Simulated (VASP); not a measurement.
Write the native input for VASP 6.6.1 that does the following.

```
Task                   : single point
Functional             : r2SCAN
Potentials or basis    : VASP PAW PBE potentials, release 64 (Hg, Te)
Cutoff                 : 520 eV
k mesh                 : 4 × 4 × 4
Occupations            : fermi-dirac, width 0.02 eV
Spin                   : no spin polarisation
Dipole correction      : no
Further INCAR settings : ALGO = Normal; EDIFF = 1e-06; NBANDS = 16
```

The system is HgTe.

```
Hg Te
1.0
     3.79034    0.00000    0.00000
     0.00000    3.79034    0.00000
     0.00000    0.00000    3.79034
Hg Te
1 1
Direct
  0.00000 0.00000 0.00000
  0.50000 0.50000 0.50000
```

The input as run:

POSCAR

```
HgTe
1.0
    3.7903382814      0.0000000000      0.0000000000
    0.0000000000      3.7903382814      0.0000000000
    0.0000000000      0.0000000000      3.7903382814
Hg Te
1 1
Direct
    0.0000000000      0.0000000000      0.0000000000
    0.5000000000      0.5000000000      0.5000000000
```

INCAR.step1

```
SYSTEM = HgTe
  PREC = Accurate
  ENCUT = 520
  ISMEAR = -1
  SIGMA = 0.02
  LREAL = .FALSE.
  LASPH = .TRUE.
  NELM = 60
  NBANDS = 16
  GGA = PE
  ALGO = Normal
  EDIFF = 1E-4
  LWAVE = .TRUE.
  LCHARG = .FALSE.
```

INCAR.step2

```
SYSTEM = HgTe
  PREC = Accurate
  ENCUT = 520
  EDIFF = 1E-6
  ISMEAR = -1
  SIGMA = 0.02
  LREAL = .FALSE.
  LASPH = .TRUE.
  NELM = 60
  ALGO = Normal
  ISIF = 2
  LWAVE = .FALSE.
  LCHARG = .TRUE.
  METAGGA = R2SCAN
  LMIXTAU = .TRUE.
  LELF = .TRUE.
  LVHAR = .TRUE.
  NBANDS = 16
  ISTART = 1
```

KPOINTS

```
regular mesh
0
G
  4 4 4
  0 0 0
```

Potentials or basis: VASP PAW PBE potentials, release 64 (Hg, Te).

Run with:

```console
$ cat potpaw_PBE.64/Hg/POTCAR potpaw_PBE.64/Te/POTCAR > POTCAR
$ cp INCAR.step1 INCAR
$ mpirun -np 1 vasp_std > vasp.out
$ cp INCAR.step2 INCAR
$ mpirun -np 1 vasp_std > vasp.out
```

It gave:

* Pressure: 0.2 GPa
* Band gap on the k mesh: zero (band 9 reaches 5.20 eV, above the bottom of band 10 at 3.63 eV)

Caveat: the k points lie up to 0.41 Å⁻¹ apart; the PAW data sets were made with another functional, which shifts forces and pressure a little; spin-orbit coupling is left out, which moves the levels of the heavy elements.

Run time: 16 s on 1 thread of Intel(R) Xeon(R) 6975P-C (Granite Rapids) (shared host), peak memory 0.16 GiB.
